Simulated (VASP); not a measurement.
# CdO2: single point with PBEsol

The system is CdO2.

```xyz
3
Lattice="3.4762 0.0000 0.0000 -1.7381 3.0105 0.0000 0.0000 0.0000 4.1481" Properties=species:S:1:pos:R:3 pbc="T T T"
Cd    0.0000    0.0000    0.0000
O     1.7381    1.0035    3.1350
O     0.0000    2.0070    1.0130
```

```
Program                : VASP 6.6.1
Task                   : single point
Functional             : PBEsol
Potentials or basis    : VASP PAW PBE potentials, release 64 (Cd_sv_GW, O)
Cutoff                 : 700 eV
k mesh                 : 3 × 3 × 3
Occupations            : fermi-dirac, width 0.1 eV
Spin                   : no spin polarisation
Dipole correction      : no
Further INCAR settings : ALGO = Normal; EDIFF = 1e-06; NBANDS = 23
```

```json
{
  "Pressure": "-10.5 GPa",
  "Largest force": "0.337 eV/Å",
  "Band gap on the k mesh": "zero (bands 16 and 17 overlap by 0.77 eV)"
}
```

Forces on the atoms (eV/Å):
```
Cd   0.000  0.000  0.000
O    0.000  0.000  0.337
O    0.000  0.000 -0.337
```

Stress tensor (GPa, compression positive):
```
-11.53   0.00   0.00
  0.00 -11.53   0.00
  0.00   0.00  -8.43
```

Levels at points of the mesh, in eV from the Fermi level:
| k point | band 14 | band 15 | band 16 | band 17 | band 18 | band 19 |
| --- | --- | --- | --- | --- | --- | --- |
| (0.00, 0.00, 0.00) | -1.01 | -0.12 | -0.12 | 0.01 | 3.14 | 8.29 |

Wall time 18 s on 1 thread of Intel(R) Xeon(R) Platinum 8488C (Sapphire Rapids), on a shared host, peak memory 0.18 GiB.

Caveat: the k points lie up to 0.70 Å⁻¹ apart, too coarse for converged energies and pressures of a metal; semilocal functionals underestimate gaps, and a narrow one can read as zero; the PAW data sets were made with another functional, which shifts forces and pressure a little.
